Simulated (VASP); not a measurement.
# Fe (Im-3m) in VASP: notebook

The runs below take Fe through single point, with PBE.

All numbers are computed with VASP 6.6.1; they aren't measurements. Logs are shortened: lines on timing, memory, paths and dates and some standing lists are left out, and cuts for length are marked.

## Step 1: The cell of the first run

Symmetry: Im-3m, No. 229, cubic system. The conventional cell has a = 2.823 Å, b = 2.823 Å, c = 2.823 Å, α = 90.00°, β = 90.00°, γ = 90.00°. Within 3.2 Å of Fe (site symmetry m-3m) lie 14 Fe at 2.44 to 2.82 Å.

## Step 2: Single point, PBE, collinear spin, ferromagnetic start

INCAR

```
SYSTEM = Fe
PREC     = Accurate       ! precision mode
ENCUT    = 520            ! plane-wave cutoff, eV
EDIFF    = 1E-7           ! SCF threshold, eV
ISMEAR   = 0              ! smearing method
SIGMA    = 0.05           ! smearing width, eV
LREAL    = .False.        ! projectors in reciprocal space
LASPH    = .True.         ! aspherical terms in the spheres
NELM     = 150            ! most SCF steps
ALGO     = Normal         ! electronic algorithm
ISIF     = 2              ! what is computed and relaxed
LWAVE    = .False.        ! write WAVECAR
LCHARG   = .False.        ! write CHGCAR
ISPIN    = 2              ! spin polarisation
MAGMOM   = 2.55           ! initial moments
LORBIT   = 11             ! projections on sites
LMAXMIX  = 4              ! l up to which the mixer works
GGA      = PE             ! functional
NBANDS   = 14             ! bands
```

KPOINTS

```
regular mesh
0
Gamma
  22 22 22
  0 0 0
```

POSCAR

```
Fe
1.0
   -1.4115332169      1.4115332169      1.4115332169
    1.4115332169     -1.4115332169      1.4115332169
    1.4115332169      1.4115332169     -1.4115332169
Fe
1
Direct
    0.0000000000      0.0000000000      0.0000000000
```

Potentials or basis: VASP PAW PBE potentials, release 64 (Fe).

Launch:

```console
> cat potpaw_PBE.64/Fe/POTCAR > POTCAR
> mpirun -np 1 vasp_std > vasp.out
```

OUTCAR:

```text
SYSTEM = Fe
   PREC = Accurate
   ENCUT = 520
   EDIFF = 1E-7
   ISMEAR = 0
   LREAL = .False.
   LASPH = .True.
   NELM = 150
   ISIF = 2
   ISPIN = 2
   LORBIT = 11
   GGA = PE

 ion  position               nearest neighbor table
   1  0.000  0.000  0.000-

  LATTYP: Found a body centered cubic cell.
 ALAT       =     2.8230664338

  Lattice vectors:

 A1 = (  -1.4115332169,   1.4115332169,   1.4115332169)
 A2 = (   1.4115332169,  -1.4115332169,   1.4115332169)
 A3 = (   1.4115332169,   1.4115332169,  -1.4115332169)

Analysis of symmetry for initial positions (statically):
=====================================================================
 Subroutine PRICEL returns:
 Original cell was already a primitive cell.

 Routine SETGRP: Setting up the symmetry group for a
 body centered cubic supercell.

 Subroutine GETGRP returns: Found 48 space group operations
[... 9 lines left out ...]

 Routine SETGRP: Setting up the symmetry group for a
 body centered cubic supercell.

 Subroutine GETGRP returns: Found 48 space group operations
 (whereof 48 operations were pure point group operations)
 out of a pool of 48 trial point group operations.

The dynamic configuration has the point symmetry O_h .

Analysis of structural, dynamic, and magnetic symmetry:
=====================================================================
 Subroutine PRICEL returns:
 Original cell was already a primitive cell.

 Routine SETGRP: Setting up the symmetry group for a
 body centered cubic supercell.

 Subroutine GETGRP returns: Found 48 space group operations
 (whereof 48 operations were pure point group operations)
 out of a pool of 48 trial point group operations.

The overall configuration has the point symmetry O_h .

 Subroutine INISYM returns: Found 48 space group operations
[... 5 lines left out ...]
                                     Primitive cell

  volume of cell :      11.2495

  direct lattice vectors                    reciprocal lattice vectors
    -1.411533217  1.411533217  1.411533217     0.000000000  0.354224749  0.354224749
     1.411533217 -1.411533217  1.411533217     0.354224749  0.000000000  0.354224749
     1.411533217  1.411533217 -1.411533217     0.354224749  0.354224749  0.000000000

  length of vectors
     2.444847248  2.444847248  2.444847248     0.500949445  0.500949445  0.500949445

  position of ions in fractional coordinates (direct lattice)
     0.000000000  0.000000000  0.000000000

  ion indices of the primitive-cell ions
   primitive index   ion index
                 1           1

----------------------------------------------------------------------------------------

 KPOINTS: regular mesh

Automatic generation of k-mesh.
 Grid dimensions read from file:
 generate k-points for:   22   22   22

 Generating k-lattice:
[... 95 lines left out ...]
  energy-cutoff  :      520.00
  volume of cell :       11.25
 maximum number of plane-waves:       321
   NGX =  9   NGY =  9   NGZ =  9

 number of electron       8.0000009 magnetization       2.1664167

 Free energy of the ion-electron system (eV)
  ---------------------------------------------------
  ext. energy  EPLUGINS =         0.00000000
  ---------------------------------------------------
  free energy    TOTEN  =        -8.24294183 eV

  energy without entropy =       -8.24194174  energy(sigma->0) =       -8.24244178

 E-fermi :   5.9138     XC(G=0): -13.1736

 val. band max:        5.9135453539   @ k =  -0.4545  -0.4545   0.0455
 cond. band min:       5.9192984741   @ k =  -0.4545   0.4545   0.4545
 fundamental gap:      0.0057531202
 Fermi energy:         5.9138210180

 spin component 1

 k-point     1 :       0.0000    0.0000    0.0000
  band No.  band energies     occupation
      1      -2.5682      1.00000
      2       3.6090      1.00000
      3       3.6090      1.00000
      4       3.6090      1.00000
      5       4.8312      1.00000
      6       4.8312      1.00000
      7      31.0400      0.00000
      8      31.0400      0.00000
      9      31.0400      0.00000
     10      36.1855      0.00000
     11      36.1855      0.00000
     12      38.5508      0.00000
     13      38.5508      0.00000
     14      38.5508      0.00000
[... 379 lines left out ...]
      3       3.3758      1.00000
      4       4.4968      1.00000
      5       4.5725      1.00000
      6       4.9194      1.00000
      7      25.0654      0.00000
      8      26.7785      0.00000
      9      30.7953      0.00000
     10      31.4306      0.00000
     11      35.0896      0.00000
     12      36.4877      0.00000
     13      40.4584      0.00000
     14      40.5951      0.00000

 [... further k-points ...]

 spin component 2

 k-point     1 :       0.0000    0.0000    0.0000
  band No.  band energies     occupation
      1      -2.3943      1.00000
      2       5.4846      1.00000
      3       5.4848      1.00000
      4       5.4848      1.00000
      5       7.5705      0.00000
      6       7.5707      0.00000
      7      30.8007      0.00000
      8      30.8007      0.00000
      9      30.8007      0.00000
     10      36.3983      0.00000
     11      36.3983      0.00000
     12      39.2004      0.00000
     13      39.2004      0.00000
     14      39.2004      0.00000
[... 379 lines left out ...]
      3       5.1977      1.00000
      4       6.4362      0.00000
      5       7.1786      0.00000
      6       7.6652      0.00000
      7      25.4727      0.00000
      8      27.1021      0.00000
      9      31.2153      0.00000
     10      31.6906      0.00000
     11      35.4196      0.00000
     12      37.0638      0.00000
     13      40.8376      0.00000
     14      41.0046      0.00000

 [... further k-points ...]
[... 5 lines left out ...]
  --------------------------------------------------------------------------------------
  -------------------------------------------------------------------------------------
  Total        0.1019764      0.1019764      0.1019764      0.0000000      0.0000000      0.0000000
  in kB       14.5236854     14.5236854     14.5236854      0.0000000      0.0000000      0.0000000
  external PRESSURE =      14.5236854 kB  Pullay stress =       0.0000000 kB

 VOLUME and BASIS-vectors are now :
 -----------------------------------------------------------------------------
  energy-cutoff  :      520.00
  volume of cell :       11.25
      direct lattice vectors                 reciprocal lattice vectors
    -1.411533217  1.411533217  1.411533217     0.000000000  0.354224749  0.354224749
     1.411533217 -1.411533217  1.411533217     0.354224749  0.000000000  0.354224749
     1.411533217  1.411533217 -1.411533217     0.354224749  0.354224749  0.000000000

 POSITION                                       TOTAL-FORCE (eV/Angst)
 -----------------------------------------------------------------------------------
      0.00000      0.00000      0.00000        -0.000000      0.000000     -0.000000
 -----------------------------------------------------------------------------------
    total drift:                               -0.000000      0.000000      0.000000

  FREE ENERGIE OF THE ION-ELECTRON SYSTEM (eV)
  ---------------------------------------------------
  free  energy   TOTEN  =        -8.2429418274 eV

  energy  without entropy=       -8.2419417397  energy(sigma->0) =       -8.24244178

 total charge

# of ion       s       p       d       tot
------------------------------------------
    1        0.492   0.550   6.247   7.288

 magnetization (x)

# of ion       s       p       d       tot
------------------------------------------
    1       -0.012  -0.054   2.227   2.161
```

stdout:

```text
POSCAR found type information on POSCAR Fe
 POSCAR found :  1 types and       1 ions
 scaLAPACK will be used
 LDA part: xc-table for (Slater+PW92), standard interpolation
 POSCAR, INCAR and KPOINTS ok, starting setup
 FFT: planning ... GRIDC
 FFT: planning ... GRID_SOFT
 FFT: planning ... GRID
 WAVECAR not read
 entering main loop
```

Wall time 38 s (1 thread of Intel Xeon 6975P-C (Granite Rapids), shared host); peak memory 0.18 GiB.

Results:

| Quantity | Value |
| --- | --- |
| Free energy | -8.2429 eV |
| Pressure | 1.5 GPa |
| Net moment | 2.17 μB per cell |
| Site moments | Fe +2.16 μB |
| Valence electrons inside the program's atomic spheres | Fe 7.29 |

## Step 3: Single point, PBE, collinear spin, ferromagnetic start

This run uses another cell than the first one, of 11.35 Å³/atom, 1.009 times its volume.

INCAR

```
SYSTEM = Fe
ALGO = Fast
EDIFF = 1E-6
ENCUT = 520
GGA = PE
ISIF = 2
ISMEAR = 0
ISPIN = 2
LASPH = .TRUE.
LCHARG = .TRUE.
LELF = .TRUE.
LMAXMIX = 4
LORBIT = 11
LREAL = .FALSE.
LVHAR = .TRUE.
LWAVE = .FALSE.
MAGMOM = 2.41
NBANDS = 14
NELM = 150
PREC = Accurate
SIGMA = 0.05
```

KPOINTS

```
k-points
0
G
  22 22 22
  0 0 0
```

POSCAR

```
Fe
1.0
   -1.4155932657      1.4155932657      1.4155932657
    1.4155932657     -1.4155932657      1.4155932657
    1.4155932657      1.4155932657     -1.4155932657
Fe
1
Direct
    0.0000000000      0.0000000000      0.0000000000
```

Potentials or basis: VASP PAW PBE potentials, release 64 (Fe).

Launch:

```console
> cat potpaw_PBE.64/Fe/POTCAR > POTCAR
> mpirun -np 1 vasp_std > vasp.out
```

Wall time 40 s (1 thread of Intel Xeon 6975P-C (Granite Rapids), shared host); peak memory 0.19 GiB.

The run converged. Its results:

- Free energy: -8.2433 eV
- Pressure: -0.1 GPa
- Net moment: 2.18 μB per cell
- Site moments: Fe +2.17 μB
- Valence electrons inside the program's atomic spheres: Fe 7.27

Levels at points of the mesh, in eV from the Fermi level:
Spin up:
```tsv
k point	band 3	band 4	band 5	band 6	band 7	band 8
(0.00, 0.00, 0.00)	-2.28	-2.28	-1.08	-1.08	25.05	25.05
(0.50, 0.00, 0.00)	-1.01	-0.89	0.41	0.53	7.38	18.39
(0.50, 0.50, 0.50)	0.14	0.14	0.14	9.96	9.96	9.96
```
Spin down:
```csv
k point,band 1,band 2,band 3,band 4,band 5,band 6,band 7,band 8
"(0.00, 0.00, 0.00)",-8.25,-0.40,-0.40,-0.40,1.67,1.67,24.80,24.80
"(0.50, 0.00, 0.00)",-3.64,-1.68,0.65,1.52,1.93,2.60,8.74,18.45
"(0.50, 0.50, 0.50)",-3.02,-3.02,2.30,2.30,2.30,10.23,10.23,10.23
```

## Step 4: Single point, PBE, collinear spin, ferromagnetic start

This run uses another cell than the first one, of 12.02 Å³/atom, 1.068 times its volume.

INCAR

```
SYSTEM = Fe
PREC = Accurate
ENCUT = 520
EDIFF = 1E-6
ISMEAR = 0
SIGMA = 0.05
LREAL = .False.
LASPH = .True.
NELM = 150
ALGO = Fast
ISIF = 2
LWAVE = .False.
LCHARG = .False.
ISPIN = 2
MAGMOM = 2.5
LORBIT = 11
LMAXMIX = 4
GGA = PE
NBANDS = 14
```

KPOINTS

```
Automatic mesh
0
Gamma
  22 22 22
  0 0 0
```

POSCAR

```
Fe
1.0
   -1.4430000000      1.4430000000      1.4430000000
    1.4430000000     -1.4430000000      1.4430000000
    1.4430000000      1.4430000000     -1.4430000000
Fe
1
Direct
    0.0000000000      0.0000000000      0.0000000000
```

Launch:

```console
> cat potpaw_PBE.64/Fe/POTCAR > POTCAR
> mpirun -np 1 vasp_std > vasp.out
```

Run time: 43 s. Hardware: 1 thread of Intel Xeon 6975P-C (Granite Rapids), shared host; peak memory 0.2 GiB.

The run converged. Its results:

- Free energy: -8.2216 eV
- Pressure: -9.3 GPa
- Net moment: 2.30 μB per cell
- Site moments: Fe +2.30 μB
- Valence electrons inside the program's atomic spheres: Fe 7.16

Levels at points of the mesh, in eV from the Fermi level:
Spin up:
| k point | band 1 | band 2 | band 3 | band 4 | band 5 | band 6 | band 7 | band 8 | band 9 | band 10 |
| --- | --- | --- | --- | --- | --- | --- | --- | --- | --- | --- |
| (0.00, 0.00, 0.00) | -8.06 | -2.17 | -2.17 | -2.17 | -1.06 | -1.06 | 24.51 | 24.51 | 24.51 | 29.25 |
| (0.50, 0.00, 0.00) | -4.59 | -3.16 | -1.00 | -0.89 | 0.29 | 0.58 | 6.90 | 17.93 | 19.39 | 22.70 |
| (0.50, 0.50, 0.50) | -4.49 | -4.49 | 0.05 | 0.05 | 0.05 | 9.59 | 9.59 | 9.59 | 15.12 | 15.12 |
Spin down:
| k point | band 1 | band 2 | band 3 | band 4 | band 5 | band 6 |
| --- | --- | --- | --- | --- | --- | --- |
| (0.00, 0.00, 0.00) | -7.90 | -0.15 | -0.15 | -0.15 | 1.77 | 1.77 |
| (0.50, 0.00, 0.00) | -3.26 | -1.34 | 0.67 | 1.63 | 2.00 | 2.64 |
| (0.50, 0.50, 0.50) | -2.60 | -2.60 | 2.36 | 2.36 | 2.36 | 9.86 |

## Step 5: Summary

```csv
cell,gap on the mesh (eV),pressure (GPa),moment (μB)
"a = 2.445 Å, angles 109.5°, 1 atom",none,1.5,2.17
"a = 2.452 Å, angles 109.5°, 1 atom",none,-0.1,2.18
"a = 2.499 Å, angles 109.5°, 1 atom",none,-9.3,2.30
```

Alike in all rows: task single point; level PBE; potentials or basis VASP PAW PBE potentials, release 64 (Fe); spin collinear, ferromagnetic start; k mesh 22 × 22 × 22; cutoff (eV) 520; smearing gaussian 0.05 eV.

Total energies depend on the potentials used, so only differences within one code and one set of settings carry meaning.
